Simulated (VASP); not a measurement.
# As in VASP: further runs

Runs on As. Level: PBE+D3(BJ). Tasks: single point.

Everything below comes from runs of VASP 6.6.1. Logs are shortened: lines on timing, memory, paths and dates and some standing lists are left out, and cuts for length are marked.

### 1 The cell of the first run

The cell holds a slab with vacuum, 4 atoms: a = 3.571 Å, b = 3.571 Å, c = 20.295 Å, α = 90.00°, β = 90.00°, γ = 120.00°.

### 2 Single point, PBE+D3(BJ)

INCAR reads:

```
  PREC = Accurate
  ENCUT = 400
  EDIFF = 1E-6
  ISMEAR = 0
  SIGMA = 0.05
  LREAL = False
  LASPH = True
  NELM = 120
  ALGO = Normal
  ISIF = 2
  LWAVE = False
  LCHARG = False
  LDIPOL = True
  IDIPOL = 3
  DIPOL = 0.5 0.5 0.363
  GGA = PE
  IVDW = 12
  NBANDS = 38
  GGA_COMPAT = False
  NELMDL = -8
```

KPOINTS reads:

```
Automatic mesh
0
Gamma
  9 9 1
```

POSCAR reads:

```
As
1.0
    3.5713380906      0.0000000000      0.0000000000
   -1.7856690453      3.0928695120      0.0000000000
    0.0000000000      0.0000000000     20.2952802043
As
4
Direct
    0.3333333333      0.6666666667      0.2905917062
    0.6666666667      0.3333333333      0.2217264287
    0.6666666667      0.3333333333      0.5033327996
    0.3333333333      0.6666666667      0.4344675222
```

Potentials or basis: VASP PAW PBE potentials, release 64 (As_d).

Command:

```console
cat potpaw_PBE.64/As_d/POTCAR > POTCAR
mpirun -np 1 vasp_std > vasp.out
```

OUTCAR:

```text
PREC = Accurate
   ENCUT = 400
   EDIFF = 1E-6
   ISMEAR = 0
   LREAL = False
   LASPH = True
   NELM = 120
   ISIF = 2
   GGA = PE
   IVDW = 12
   NELMDL = -8
 IVDW          = 12

 ion  position               nearest neighbor table
   1  0.333  0.667  0.291-   2 2.49   2 2.49   2 2.49   4 2.92
   2  0.667  0.333  0.222-   1 2.49   1 2.49   1 2.49
   3  0.667  0.333  0.503-   4 2.49   4 2.49   4 2.49
   4  0.333  0.667  0.434-   3 2.49   3 2.49   3 2.49   1 2.92

  LATTYP: Found a hexagonal cell.
 ALAT       =     3.5713380906
 C/A-ratio  =     5.6828224294

  Lattice vectors:

 A1 = (   3.5713380906,   0.0000000000,   0.0000000000)
 A2 = (  -1.7856690453,   3.0928695120,   0.0000000000)
 A3 = (   0.0000000000,   0.0000000000,  20.2952802043)

Analysis of symmetry for initial positions (statically):
=====================================================================
 Subroutine PRICEL returns:
 Original cell was already a primitive cell.

 Routine SETGRP: Setting up the symmetry group for a
 hexagonal supercell.

 Subroutine GETGRP returns: Found 12 space group operations
 (whereof  6 operations were pure point group operations)
 out of a pool of 24 trial point group operations.

The static configuration has the point symmetry C_3v.
 The point group associated with its full space group is D_3h.

Analysis of symmetry for dynamics (positions and initial velocities):
=====================================================================
 Subroutine PRICEL returns:
 Original cell was already a primitive cell.

 Routine SETGRP: Setting up the symmetry group for a
 hexagonal supercell.

 Subroutine GETGRP returns: Found 12 space group operations
 (whereof  6 operations were pure point group operations)
 out of a pool of 24 trial point group operations.

The dynamic configuration has the point symmetry C_3v.
 The point group associated with its full space group is D_3h.

 Subroutine INISYM returns: Found 12 space group operations
 (whereof  6 operations are pure point group operations),
 and found     1 'primitive' translations

----------------------------------------------------------------------------------------

                                     Primitive cell

  volume of cell :     224.1752

  direct lattice vectors                    reciprocal lattice vectors
     3.571338091  0.000000000  0.000000000     0.280007094  0.161662171  0.000000000
    -1.785669045  3.092869512  0.000000000     0.000000000  0.323324342  0.000000000
[... 85 lines left out ...]
   TEBEG  =    0.0;   TEEND  =   0.0 temperature during run
   PSTRESS=    0.0 pullay stress
   NELECT =      60.0000    total number of electrons
   NUPDOWN=      -1.0000    fix difference up-down
   EMIN   =  10.00;   EMAX   =-10.00  energy-range for DOS
   EFERMI =   0.00;   METHOD = LEGACY
   ISMEAR =     0;   SIGMA  =   0.05  broadening in eV -4-tet -1-fermi 0-gaus
   EFERMI_NEDOS =   21; number of points for ismear=-14 and -15
   IALGO  =     38    algorithm
   IMIX   =      4    mixing-type and parameters
     AMIX     =   0.40;   BMIX     =  1.00
     AMIX_MAG =   1.60;   BMIX_MAG =  1.00
  volume/ion in A,a.u.               =      56.04       378.20
  Fermi-wavevector in a.u.,A,eV,Ry     =   1.055025  1.993708 15.144339  1.113078
  Thomas-Fermi vector in A             =   2.190207
   LORBIT       =      0    0 simple, 1 ext, 2 COOP (PROOUT), +10 PAW based schemes
   GGA     = PE    functional components
   LHFCALC =     F    Hartree Fock is set to
   AEXX    =    0.0000 exact exchange contribution
   IVDW    =    12    specifies the selected vdW correction
   LEPSILON=     F    determine dielectric tensor
   LRPA    =     F    only Hartree local field effects (RPA)
 non-spin polarized calculation
 Gauss-broadening in eV      SIGMA  =   0.05
  energy-cutoff  :      400.00
  volume of cell :      224.18
 maximum number of plane-waves:      4093
 NGX is ok and might be reduce to    24
   NGX = 11   NGY = 11   NGZ = 67

 dipolmoment           0.000000      0.000000      0.000036 electrons x Angstroem

 number of electron      60.0000005 magnetization

 dipolmoment           0.000000      0.000000     -0.000002 electrons x Angstroem

 Free energy of the ion-electron system (eV)
  ---------------------------------------------------
  ext. energy  EPLUGINS =         0.00000000
  ---------------------------------------------------
  free energy    TOTEN  =       -18.20927263 eV

  energy without entropy =      -18.20907979  energy(sigma->0) =      -18.20917621

 E-fermi :  -1.2139     XC(G=0):  -4.8545

 val. band max:       -1.3022759500   @ k =   0.1111   0.1111   0.0000
 cond. band min:      -1.1261033524   @ k =   0.3333   0.0000   0.0000
 fundamental gap:      0.1761725975
 Fermi energy:        -1.2139268032

 k-point     1 :       0.0000    0.0000    0.0000
  band No.  band energies     occupation
      1     -37.3681      2.00000
      2     -37.3681      2.00000
      3     -37.3657      2.00000
      4     -37.3657      2.00000
      5     -37.3216      2.00000
      6     -37.3216      2.00000
[... 481 lines left out ...]
     37       5.4943      0.00000
     38       6.7064      0.00000

------------------------ aborting loop because EDIFF is reached ----------------------------------------

 vacuum level on the upper side and lower side of the slab       (xc-potential included)        -0.132        -0.132

 Edisp (eV)   -1.14643

 E8    (eV) :    -0.5018

  FORCE on cell =-STRESS in cart. coord.  units (eV):
  Direction    XX          YY          ZZ          XY          YZ          ZX
  --------------------------------------------------------------------------------------
  -------------------------------------------------------------------------------------
  Total       0.73462     0.73462     3.79389     0.00000     0.00000     0.00000
  in kB       5.25029     5.25029    27.11490     0.00000     0.00000     0.00000
  external pressure =       12.54 kB  Pullay stress =        0.00 kB

 VOLUME and BASIS-vectors are now :
 -----------------------------------------------------------------------------
  energy-cutoff  :      400.00
  volume of cell :      224.18
      direct lattice vectors                 reciprocal lattice vectors
     3.571338091  0.000000000  0.000000000     0.280007094  0.161662171  0.000000000
    -1.785669045  3.092869512  0.000000000     0.000000000  0.323324342  0.000000000
     0.000000000  0.000000000 20.295280204     0.000000000  0.000000000  0.049272540

 POSITION                                       TOTAL-FORCE (eV/Angst)
 -----------------------------------------------------------------------------------
     -0.00000      2.06191      5.89764        -0.000000     -0.000000     -0.855132
      1.78567      1.03096      4.50000         0.000000      0.000000     -0.249258
      1.78567      1.03096     10.21528         0.000000      0.000000      0.249258
     -0.00000      2.06191      8.81764        -0.000000      0.000000      0.855132
 -----------------------------------------------------------------------------------
    total drift:                               -0.000000      0.000000     -0.000144

  FREE ENERGIE OF THE ION-ELECTRON SYSTEM (eV)
  ---------------------------------------------------
  free  energy   TOTEN  =       -19.3557032388 eV

  energy  without entropy=      -19.3555104038  energy(sigma->0) =      -19.35560682

 vacuum level on the upper side and lower side of the slab         3.066         3.066
```

stdout:

```text
POSCAR found type information on POSCAR As
 POSCAR found :  1 types and       4 ions
 scaLAPACK will be used
 LDA part: xc-table for (Slater+PW92), standard interpolation
 POSCAR, INCAR and KPOINTS ok, starting setup
 FFT: planning ... GRIDC
 FFT: planning ... GRID_SOFT
 FFT: planning ... GRID
 WAVECAR not read
 entering main loop
```

It took 63 s on 1 thread of Intel Xeon 6975P-C (Granite Rapids), shared host; peak memory 0.28 GiB.

Results:

```
Free energy                : -19.3557 eV
Largest force              : 0.855 eV/Å
Dispersion energy per atom : -0.287 eV
```

Forces on the atoms (eV/Å):
```
As   0.000  0.000 -0.855
As   0.000  0.000 -0.249
As   0.000  0.000  0.249
As   0.000  0.000  0.855
```

### 3 Single point, PBE+D3(BJ)

INCAR reads:

```
SYSTEM = As
PREC = Accurate
ENCUT = 400
EDIFF = 1E-6
ISMEAR = 0
SIGMA = 0.05
LREAL = .FALSE.
LASPH = .TRUE.
NELM = 120
ALGO = Normal
ISIF = 2
LWAVE = .FALSE.
LCHARG = .FALSE.
LDIPOL = .TRUE.
IDIPOL = 3
DIPOL = 0.5 0.5 0.407
GGA = PE
IVDW = 12
NBANDS = 38
GGA_COMPAT = .FALSE.
NELMDL = -8
```

KPOINTS reads:

```
regular mesh
0
G
  9 9 1
  0 0 0
```

Edit POSCAR of step 2 so:

```diff
@@ -10,3 +10,3 @@
     0.6666666667      0.3333333333      0.2217264287
-    0.6666666667      0.3333333333      0.5033327996
-    0.3333333333      0.6666666667      0.4344675222
+    0.6666666667      0.3333333333      0.5920233711
+    0.3333333333      0.6666666667      0.5231580937
```

Potentials or basis: VASP PAW PBE potentials, release 64 (As_d).

Command:

```console
cat potpaw_PBE.64/As_d/POTCAR > POTCAR
mpirun -np 1 vasp_std > vasp.out
```

It took 50 s on 1 thread of Intel Xeon 6975P-C (Granite Rapids), shared host; peak memory 0.27 GiB.

Results (log left out):

- Free energy: -19.6453 eV
- Largest force: 0.073 eV/Å
- Band gap on the k mesh: 1.43 eV (least direct gap 1.95 eV)
- Dispersion energy per atom: -0.235 eV

Forces in eV/Å, atoms in the order of the input:
```
As   0.000  0.000  0.073
As   0.000  0.000 -0.011
As   0.000  0.000  0.011
As   0.000  0.000 -0.073
```

Levels at points of the mesh, in eV from the valence-band top:
```csv
k point,band 28,band 29,band 30,band 31,band 32,band 33
"(0.00, 0.00, 0.00)",0.00,0.00,0.00,1.95,2.18,3.51
```

### 4 Single point, PBE+D3(BJ)

INCAR reads:

```
SYSTEM = As
PREC = Accurate
ENCUT = 400
EDIFF = 1E-6
ISMEAR = 0
SIGMA = 0.05
LREAL = .False.
LASPH = .True.
NELM = 120
ALGO = Normal
ISIF = 2
LWAVE = .False.
LCHARG = .True.
LDIPOL = .True.
IDIPOL = 3
DIPOL = 0.5 0.5 0.382
GGA = PE
IVDW = 12
LELF = .True.
LVHAR = .True.
LVACPOTAV = .True.
NBANDS = 38
GGA_COMPAT = .False.
NELMDL = -8
```

KPOINTS reads:

```
regular mesh
0
Gamma
  9 9 1
  0 0 0
```

Edit POSCAR of step 3 so:

```diff
@@ -10,3 +10,3 @@
     0.6666666667      0.3333333333      0.2217264287
-    0.6666666667      0.3333333333      0.5920233711
-    0.3333333333      0.6666666667      0.5231580937
+    0.6666666667      0.3333333333      0.5427508314
+    0.3333333333      0.6666666667      0.4738855539
```

Command:

```console
cat potpaw_PBE.64/As_d/POTCAR > POTCAR
mpirun -np 1 vasp_std > vasp.out
```

It took 1.8 min on 1 thread of AMD EPYC 7R13 (Zen 3), shared host; peak memory 0.25 GiB.

The run converged. Its results:

* Free energy: -19.6843 eV
* Largest force: 0.035 eV/Å
* Band gap on the k mesh: 1.21 eV (least direct gap 1.69 eV)
* Dispersion energy per atom: -0.257 eV

Forces in eV/Å, atoms in the order of the input:
```
As   0.000  0.000 -0.002
As   0.000  0.000 -0.035
As   0.000  0.000  0.035
As   0.000  0.000  0.002
```

Levels at points of the mesh, in eV from the valence-band top:
```tsv
k point	band 28	band 29	band 30	band 31	band 32	band 33
(0.00, 0.00, 0.00)	-0.08	-0.05	-0.05	1.86	2.30	3.40
```

### 5 Single point, PBE+D3(BJ)

INCAR reads:

```
PREC = Accurate
ENCUT = 400
EDIFF = 1E-6
ISMEAR = 0
SIGMA = 0.05
LREAL = False
LASPH = True
NELM = 120
ALGO = Normal
ISIF = 2
LWAVE = False
LCHARG = True
LDIPOL = True
IDIPOL = 3
DIPOL = 0.5 0.5 0.375
GGA = PE
IVDW = 12
LELF = True
LVHAR = True
LVACPOTAV = True
NBANDS = 38
GGA_COMPAT = False
NELMDL = -8
```

KPOINTS reads:

```
Automatic mesh
0
Gamma
  9 9 1
```

Edit POSCAR of step 4 so:

```diff
@@ -10,3 +10,3 @@
     0.6666666667      0.3333333333      0.2217264287
-    0.6666666667      0.3333333333      0.5427508314
-    0.3333333333      0.6666666667      0.4738855539
+    0.6666666667      0.3333333333      0.5289545203
+    0.3333333333      0.6666666667      0.4600892428
```

Command:

```console
cat potpaw_PBE.64/As_d/POTCAR > POTCAR
mpirun -np 1 vasp_std > vasp.out
```

It took 3 min on 1 thread of AMD EPYC 7R43 (Zen 3), shared host; peak memory 0.24 GiB.

It converged, with:

| Quantity | Value |
| --- | --- |
| Free energy | -19.6522 eV |
| Largest force | 0.135 eV/Å |
| Band gap on the k mesh | 0.94 eV (least direct gap 1.46 eV) |
| Dispersion energy per atom | -0.266 eV |

Forces in eV/Å, atoms in the order of the input:
```
As   0.000  0.000 -0.135
As   0.000  0.000 -0.072
As   0.000  0.000  0.072
As   0.000  0.000  0.135
```

Levels at points of the mesh, in eV from the valence-band top:
| k point | band 27 | band 28 | band 29 | band 30 | band 31 | band 32 | band 33 | band 34 |
| --- | --- | --- | --- | --- | --- | --- | --- | --- |
| (0.00, 0.00, 0.00) | -0.31 | -0.24 | -0.24 | -0.16 | 1.65 | 2.19 | 3.15 | 3.15 |

### 6 The runs side by side

| cell | gap on the mesh (eV) | largest force (eV/Å) |
| --- | --- | --- |
| as given, atomic positions A | - | 0.86 |
| as given, atomic positions B | 1.43 | 0.07 |
| as given, atomic positions C | 1.21 | 0.03 |
| as given, atomic positions D | 0.94 | 0.13 |

Alike in all rows: task single point; level PBE+D3(BJ); potentials or basis VASP PAW PBE potentials, release 64 (As_d); no spin polarisation; k mesh 9 × 9 × 1; cutoff (eV) 400; smearing gaussian 0.05 eV.

Total energies depend on the potentials used, so only differences within one code and one set of settings carry meaning.
